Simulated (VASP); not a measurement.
# SiC (zincblende type) (F-43m) in VASP: further runs

SiC (zincblende type) is run at these levels: PBE; tasks: single point.

Program: VASP 6.6.1. These are calculated values, not measurements. Logs are shortened: lines on timing, memory, paths and dates and some standing lists are left out, and cuts for length are marked.

## Step 1: The cell of the first run

It takes space group F-43m (No. 216, cubic). The conventional cell has a = 4.380 Å, b = 4.380 Å, c = 4.380 Å, α = 90.00°, β = 90.00°, γ = 90.00°. Within 2.5 Å of Si (site symmetry -43m) lie 4 C at 1.90 Å. Within 2.5 Å of C (site symmetry -43m) lie 4 Si at 1.90 Å.

## Step 2: Single point, PBE

Input file INCAR:

```
SYSTEM = SiC
ALGO     = Normal         ! electronic algorithm
EDIFF    = 1E-6           ! SCF threshold, eV
ENCUT    = 520            ! plane-wave cutoff, eV
GGA      = PE             ! functional
ISIF     = 2              ! what is computed and relaxed
ISMEAR   = -1             ! smearing method
LASPH    = .True.         ! aspherical terms in the spheres
LCHARG   = .False.        ! write CHGCAR
LREAL    = .False.        ! projectors in reciprocal space
LWAVE    = .False.        ! write WAVECAR
NBANDS   = 16             ! bands
NELM     = 60             ! most SCF steps
PREC     = Accurate       ! precision mode
SIGMA    = 0.02           ! smearing width, eV
```

Input file KPOINTS:

```
k-points
0
Gamma
  8 6 8
  0 0 0
```

Input file POSCAR:

```
SiC
1.0
   -2.1898574477      2.1898574477      0.0000000000
    0.0000000000      0.0000000000      4.3797148953
    2.1898574477      2.1898574477      0.0000000000
Si C
2 2
Direct
    0.0000000000      0.0000000000      0.0000000000
    0.5000000000      0.5000000000      0.5000000000
    0.0000000000      0.2500000000      0.5000000000
    0.5000000000      0.7500000000      0.0000000000
```

Potentials or basis: VASP PAW PBE potentials, release 64 (Si, C).

Run with:

```
$ cat potpaw_PBE.64/Si/POTCAR potpaw_PBE.64/C/POTCAR > POTCAR
$ mpirun -np 1 vasp_std > vasp.out
```

OUTCAR:

```text
SYSTEM = SiC
   EDIFF = 1E-6
   ENCUT = 520
   GGA = PE
   ISIF = 2
   ISMEAR = -1
   LASPH = .True.
   LREAL = .False.
   NELM = 60
   PREC = Accurate

 ion  position               nearest neighbor table
   1  0.000  0.000  0.000-   3 1.90   4 1.90   3 1.90   4 1.90   2 3.10   2 3.10   2 3.10   2 3.10
                             2 3.10   2 3.10   2 3.10   2 3.10
   2  0.500  0.500  0.500-   3 1.90   4 1.90   4 1.90   3 1.90   1 3.10   1 3.10   1 3.10   1 3.10
                             1 3.10   1 3.10   1 3.10   1 3.10
   3  0.000  0.250  0.500-   1 1.90   2 1.90   1 1.90   2 1.90
   4  0.500  0.750  0.000-   1 1.90   2 1.90   2 1.90   1 1.90

  LATTYP: Found a simple tetragonal cell.
 ALAT       =     3.0969261022
 C/A-ratio  =     1.4142135623

  Lattice vectors:

 A1 = (   2.1898574477,  -2.1898574477,   0.0000000000)
 A2 = (   2.1898574477,   2.1898574477,   0.0000000000)
 A3 = (   0.0000000000,   0.0000000000,   4.3797148953)

Analysis of symmetry for initial positions (statically):
=====================================================================
 Subroutine PRICEL returns following result:

  LATTYP: Found a face centered cubic cell.
 ALAT       =     4.3797148954

  Lattice vectors:

 A1 = (   2.1898574477,   0.0000000000,   2.1898574477)
 A2 = (   2.1898574477,   2.1898574477,   0.0000000000)
 A3 = (   0.0000000000,   2.1898574477,   2.1898574477)

   2 primitive cells build up your supercell.

 Routine SETGRP: Setting up the symmetry group for a
 simple tetragonal supercell.

 Subroutine GETGRP returns: Found  8 space group operations
 (whereof  8 operations were pure point group operations)
 out of a pool of 16 trial point group operations.

The static configuration has the point symmetry D_2d.

Analysis of symmetry for dynamics (positions and initial velocities):
=====================================================================
 Subroutine PRICEL returns following result:

  LATTYP: Found a face centered cubic cell.
 ALAT       =     4.3797148954

  Lattice vectors:

 A1 = (   2.1898574477,   0.0000000000,   2.1898574477)
 A2 = (   2.1898574477,   2.1898574477,   0.0000000000)
 A3 = (   0.0000000000,   2.1898574477,   2.1898574477)

   2 primitive cells build up your supercell.

 Routine SETGRP: Setting up the symmetry group for a
 simple tetragonal supercell.

 Subroutine GETGRP returns: Found  8 space group operations
 (whereof  8 operations were pure point group operations)
 out of a pool of 16 trial point group operations.

The dynamic configuration has the point symmetry D_2d.

 Subroutine INISYM returns: Found  8 space group operations
 (whereof  8 operations are pure point group operations),
 and found     2 'primitive' translations

----------------------------------------------------------------------------------------

                                     Primitive cell

  volume of cell :      21.0028

  direct lattice vectors                    reciprocal lattice vectors
     2.189857448  0.000000000  2.189857448     0.228325365 -0.228325365  0.228325365
     2.189857448  2.189857448  0.000000000     0.228325365  0.228325365 -0.228325365
     0.000000000  2.189857448  2.189857448    -0.228325365  0.228325365  0.228325365

  length of vectors
     3.096926102  3.096926102  3.096926102     0.395471132  0.395471132  0.395471132

  position of ions in fractional coordinates (direct lattice)
     0.000000000  0.000000000  0.000000000
     0.250000000  0.250000000  0.250000000

  ion indices of the primitive-cell ions
   primitive index   ion index
                 1           1
                 2           3

----------------------------------------------------------------------------------------

 KPOINTS: k-points

Automatic generation of k-mesh.
 Grid dimensions read from file:
 generate k-points for:    8    6    8

 Generating k-lattice:

  Cartesian coordinates                     Fractional coordinates (reciprocal lattice)
    -0.028540671  0.028540671  0.000000000     0.125000000  0.000000000  0.000000000
     0.000000000  0.000000000  0.038054227     0.000000000  0.166666667  0.000000000
     0.028540671  0.028540671  0.000000000     0.000000000  0.000000000  0.125000000

  Length of vectors
     0.040362603  0.038054227  0.040362603

  Shift w.r.t. Gamma in fractional coordinates (k-lattice)
     0.000000000  0.000000000  0.000000000

 Subroutine IBZKPT returns following result:
 ===========================================

 Found     60 irreducible k-points:

 Following reciprocal coordinates:
            Coordinates               Weight
  0.000000  0.000000  0.000000      1.000000
  0.125000  0.000000  0.000000      4.000000
  0.250000  0.000000  0.000000      4.000000
  0.375000  0.000000  0.000000      4.000000
  0.500000  0.000000  0.000000      2.000000
  0.000000  0.166667  0.000000      2.000000
[... 16 lines left out ...]
  0.375000  0.000000  0.125000      8.000000
  0.500000  0.000000  0.125000      4.000000
 [... further k-points ...]
   k-points           NKPTS =     60   k-points in BZ     NKDIM =     60   number of bands    NBANDS=     16
   number of dos      NEDOS =    301   number of ions     NIONS =      4
   total plane-waves  NPLWV =  20736
   dimension x,y,z NGX =    24 NGY =   36 NGZ =   24
   dimension x,y,z NGXF=    48 NGYF=   72 NGZF=   48
   ions per type =               2   2
   NGX,Y,Z   is equivalent  to a cutoff of  12.88, 13.66, 12.88 a.u.
   NGXF,Y,Z  is equivalent  to a cutoff of  25.77, 27.33, 25.77 a.u.
 SYSTEM =  SiC
   PREC   = accura    normal or accurate (medium, high low for compatibility)
   ISTART =      0    job   : 0-new  1-cont  2-samecut
   ICHARG =      2    charge: 1-file 2-atom 10-const
   ISPIN  =      1    spin polarized calculation?
   LNONCOLLINEAR =      F non collinear calculations
   LSORBIT =      F    spin-orbit coupling
   LASPH  =      T    aspherical Exc in radial PAW
   ENCUT  =  520.0 eV  38.22 Ry    6.18 a.u.   5.76  8.14  5.76*2*pi/ulx,y,z
   NELM   =     60;   NELMIN=  2; NELMDL= -5     # of ELM steps
   EDIFF  = 0.1E-05   stopping-criterion for ELM
   LREAL  =      F    real-space projection
   EDIFFG = 0.1E-04   stopping-criterion for IOM
   NSW    =      0    number of steps for IOM
   IBRION =     -1    ionic relax: 0-MD 1-quasi-New 2-CG
   NFREE  =      0    steps in history (QN), initial steepest desc. (CG)
   ISIF   =      2    stress and relaxation
   ISYM   =      2    0-nonsym 1-usesym 2-fastsym
   POTIM  = 0.5000    time-step for ionic-motion
   TEBEG  =    0.0;   TEEND  =   0.0 temperature during run
   PSTRESS=    0.0 pullay stress
   NELECT =      16.0000    total number of electrons
   NUPDOWN=      -1.0000    fix difference up-down
   EMIN   =  10.00;   EMAX   =-10.00  energy-range for DOS
   EFERMI =   0.00;   METHOD = LEGACY
   ISMEAR =    -1;   SIGMA  =   0.02  broadening in eV -4-tet -1-fermi 0-gaus
   EFERMI_NEDOS =   21; number of points for ismear=-14 and -15
   IALGO  =     38    algorithm
   IMIX   =      4    mixing-type and parameters
     AMIX     =   0.40;   BMIX     =  1.00
     AMIX_MAG =   1.60;   BMIX_MAG =  1.00
  volume/ion in A,a.u.               =      10.50        70.87
  Fermi-wavevector in a.u.,A,eV,Ry     =   1.186713  2.242562 19.160914  1.408287
  Thomas-Fermi vector in A             =   2.322880
   LORBIT       =      0    0 simple, 1 ext, 2 COOP (PROOUT), +10 PAW based schemes
   GGA     = PE    functional components
   LHFCALC =     F    Hartree Fock is set to
   AEXX    =    0.0000 exact exchange contribution
   IVDW    =     0    specifies the selected vdW correction
   LEPSILON=     F    determine dielectric tensor
   LRPA    =     F    only Hartree local field effects (RPA)
 non-spin polarized calculation
  energy-cutoff  :      520.00
  volume of cell :       42.01
 maximum number of plane-waves:      1176
 NGX is ok and might be reduce to    24
   NGX = 11   NGY = 17   NGZ = 11

 number of electron      15.9999997 magnetization

 Free energy of the ion-electron system (eV)
  ---------------------------------------------------
  ext. energy  EPLUGINS =         0.00000000
  ---------------------------------------------------
  free energy    TOTEN  =       -30.12117043 eV

  energy without entropy =      -30.12117043  energy(sigma->0) =      -30.12117043

 E-fermi :   8.4268     XC(G=0): -11.2911

 val. band max:        7.9407295560   @ k =   0.0000   0.0000   0.0000
 cond. band min:       9.3111509987   @ k =   0.0000   0.0000   0.0000
 fundamental gap:      1.3704214427
 Fermi energy:         8.4267831678

 k-point     1 :       0.0000    0.0000    0.0000
  band No.  band energies     occupation
      1      -7.3461      2.00000
      2      -2.3988      2.00000
      3       0.1926      2.00000
      4       4.7846      2.00000
      5       4.7846      2.00000
      6       7.9407      2.00000
[... 8 lines left out ...]
     15      21.8016      0.00000
     16      21.8016      0.00000

 k-point     2 :       0.1250    0.0000    0.0000
  band No.  band energies     occupation
      1      -7.1450      2.00000
      2      -2.3497      2.00000
      3       0.3469      2.00000
      4       3.7656      2.00000
      5       4.9355      2.00000
      6       7.0307      2.00000
[... 8 lines left out ...]
     15      20.9483      0.00000
     16      21.1344      0.00000

 k-point     3 :       0.2500    0.0000    0.0000
  band No.  band energies     occupation
      1      -6.5502      2.00000
      2      -2.4033      2.00000
      3       0.7045      2.00000
      4       2.4729      2.00000
      5       5.2556      2.00000
      6       5.3693      2.00000
[... 8 lines left out ...]
     15      19.5732      0.00000
     16      19.6608      0.00000

 k-point     4 :       0.3750    0.0000    0.0000
  band No.  band energies     occupation
      1      -5.5935      2.00000
      2      -3.1079      2.00000
      3       1.1057      2.00000
      4       2.5748      2.00000
      5       3.4859      2.00000
      6       5.0432      2.00000
[... 8 lines left out ...]
     15      18.1132      0.00000
     16      18.8759      0.00000

 k-point     5 :       0.5000    0.0000    0.0000
  band No.  band energies     occupation
      1      -4.3615      2.00000
      2      -4.3615      2.00000
      3       2.0329      2.00000
      4       2.0329      2.00000
      5       3.6460      2.00000
      6       3.6460      2.00000
[... 8 lines left out ...]
     15      17.6599      0.00000
     16      17.6599      0.00000

 k-point     6 :       0.0000    0.1667    0.0000
  band No.  band energies     occupation
      1      -7.1672      2.00000
      2      -3.2687      2.00000
      3       1.1949      2.00000
      4       4.9307      2.00000
      5       4.9307      2.00000
      6       7.3932      2.00000
[... 8 lines left out ...]
     15      20.5034      0.00000
     16      21.2402      0.00000
[... 267 lines left out ...]
 k-point    21 :       0.1250    0.0000    0.1250
  band No.  band energies     occupation
      1      -6.9446      2.00000
      2      -2.2922      2.00000
      3       0.4927      2.00000
      4       3.9187      2.00000
      5       3.9435      2.00000
      6       6.8195      2.00000
[... 8 lines left out ...]
     15      19.3702      0.00000
     16      19.7516      0.00000

 k-point    22 :       0.2500    0.0000    0.1250
  band No.  band energies     occupation
      1      -6.3522      2.00000
      2      -2.3096      2.00000
      3       0.8099      2.00000
      4       2.6446      2.00000
      5       4.4121      2.00000
      6       5.2135      2.00000
[... 8 lines left out ...]
     15      18.2691      0.00000
     16      19.0853      0.00000

 k-point    23 :       0.3750    0.0000    0.1250
  band No.  band energies     occupation
      1      -5.4006      2.00000
      2      -2.9561      2.00000
      3       1.1440      2.00000
      4       2.7428      2.00000
      5       3.4736      2.00000
      6       5.1089      2.00000
[... 8 lines left out ...]
     15      17.8856      0.00000
     16      19.3237      0.00000

 k-point    24 :       0.5000    0.0000    0.1250
  band No.  band energies     occupation
      1      -4.1799      2.00000
      2      -4.1799      2.00000
      3       2.0400      2.00000
      4       2.0400      2.00000
      5       3.7812      2.00000
      6       3.7812      2.00000
[... 8 lines left out ...]
     15      18.8484      0.00000
     16      18.8484      0.00000

 [... further k-points ...]

------------------------ aborting loop because EDIFF is reached ----------------------------------------

  FORCE on cell =-STRESS in cart. coord.  units (eV):
  Direction    XX          YY          ZZ          XY          YZ          ZX
  --------------------------------------------------------------------------------------
  -------------------------------------------------------------------------------------
  Total       -0.0101808     -0.0101808     -0.0170697      0.0000000      0.0000000      0.0000000
  in kB       -0.3883166     -0.3883166     -0.6510736      0.0000000      0.0000000      0.0000000
  external PRESSURE =      -0.4759022 kB  Pullay stress =       0.0000000 kB

 VOLUME and BASIS-vectors are now :
 -----------------------------------------------------------------------------
  energy-cutoff  :      520.00
  volume of cell :       42.01
      direct lattice vectors                 reciprocal lattice vectors
    -2.189857448  2.189857448  0.000000000    -0.228325365  0.228325365  0.000000000
     0.000000000  0.000000000  4.379714895     0.000000000  0.000000000  0.228325365
     2.189857448  2.189857448  0.000000000     0.228325365  0.228325365  0.000000000

 POSITION                                       TOTAL-FORCE (eV/Angst)
 -----------------------------------------------------------------------------------
      0.00000      0.00000      0.00000         0.000000      0.000000      0.000000
      0.00000      2.18986      2.18986         0.000000     -0.000000      0.000000
      1.09493      1.09493      1.09493        -0.000000      0.000000      0.000000
     -1.09493      1.09493      3.28479         0.000000     -0.000000      0.000000
 -----------------------------------------------------------------------------------
    total drift:                               -0.000000     -0.000000      0.000000

  FREE ENERGIE OF THE ION-ELECTRON SYSTEM (eV)
  ---------------------------------------------------
  free  energy   TOTEN  =       -30.1211704274 eV

  energy  without entropy=      -30.1211704274  energy(sigma->0) =      -30.12117043
```

It took 30 s on 1 thread of AMD EPYC 7R13 (Zen 3), shared host; peak memory 0.14 GiB.

What came out:

```yaml
Free_energy: -30.1212 eV
Pressure: 0.0 GPa
Band_gap_on_the_k_mesh: 1.37 eV
```

Levels at points of the mesh, in eV from the valence-band top:
```tsv
k point	band 4	band 5	band 6	band 7	band 8	band 9	band 10	band 11	band 12	band 13
(0.00, 0.00, 0.00)	-3.16	-3.16	0.00	0.00	0.00	1.37	4.27	6.06	7.20	7.20
(0.50, 0.00, 0.00)	-5.91	-4.29	-4.29	-1.18	-1.18	5.48	5.48	8.64	8.64	8.94
(0.00, 0.50, 0.00)	-3.35	-1.91	-1.91	-1.91	-1.91	4.01	4.01	6.27	6.27	10.45
(0.50, 0.50, 0.00)	-8.45	-1.05	-1.05	-1.05	-1.05	5.30	5.30	7.17	7.17	7.17
(0.50, 0.00, 0.50)	-7.75	-3.16	-3.16	-3.16	-3.16	1.37	1.37	4.27	4.27	13.86
(0.50, 0.50, 0.50)	-7.00	-4.92	-4.92	-4.63	-4.63	5.19	5.19	9.30	9.30	9.32
```

## Step 3: Single point, PBE

Input file INCAR:

```
PREC     = Accurate       # precision mode
ENCUT    = 520            # plane-wave cutoff, eV
EDIFF    = 1E-6           # SCF threshold, eV
ISMEAR   = -1             # smearing method
SIGMA    = 0.02           # smearing width, eV
LREAL    = F              # projectors in reciprocal space
LASPH    = T              # aspherical terms in the spheres
NELM     = 100            # most SCF steps
ALGO     = Normal         # electronic algorithm
ISIF     = 2              # what is computed and relaxed
LWAVE    = F              # write WAVECAR
LCHARG   = F              # write CHGCAR
GGA      = PE             # functional
NBANDS   = 16             # bands
```

Input file KPOINTS:

```
Automatic mesh
0
Gamma
  8 6 8
```

POSCAR is that of step 2.

Potentials or basis: VASP PAW PBE potentials, release 64 (Si, C).

Run with:

```
$ cat potpaw_PBE.64/Si/POTCAR potpaw_PBE.64/C/POTCAR > POTCAR
$ mpirun -np 1 vasp_std > vasp.out
```

Run time: 31 s. Hardware: 1 thread of AMD EPYC 7R13 (Zen 3), shared host; peak memory 0.14 GiB.

The run converged. Its results:

```yaml
Free_energy: -30.1212 eV
Pressure: 0.0 GPa
Band_gap_on_the_k_mesh: 1.37 eV
```

Levels at points of the mesh, in eV from the valence-band top:
```
           k point  band 4  band 5  band 6  band 7  band 8  band 9  band 10  band 11  band 12  band 13
(0.00, 0.00, 0.00)   -3.16   -3.16    0.00    0.00    0.00    1.37     4.27     6.06     7.20     7.20
(0.50, 0.00, 0.00)   -5.91   -4.29   -4.29   -1.18   -1.18    5.48     5.48     8.64     8.64     8.94
(0.00, 0.50, 0.00)   -3.35   -1.91   -1.91   -1.91   -1.91    4.01     4.01     6.27     6.27    10.45
(0.50, 0.50, 0.00)   -8.45   -1.05   -1.05   -1.05   -1.05    5.30     5.30     7.17     7.17     7.17
(0.50, 0.00, 0.50)   -7.75   -3.16   -3.16   -3.16   -3.16    1.37     1.37     4.27     4.27    13.86
(0.50, 0.50, 0.50)   -7.00   -4.92   -4.92   -4.63   -4.63    5.19     5.19     9.30     9.30     9.32
```

A k mesh can miss the band edges.
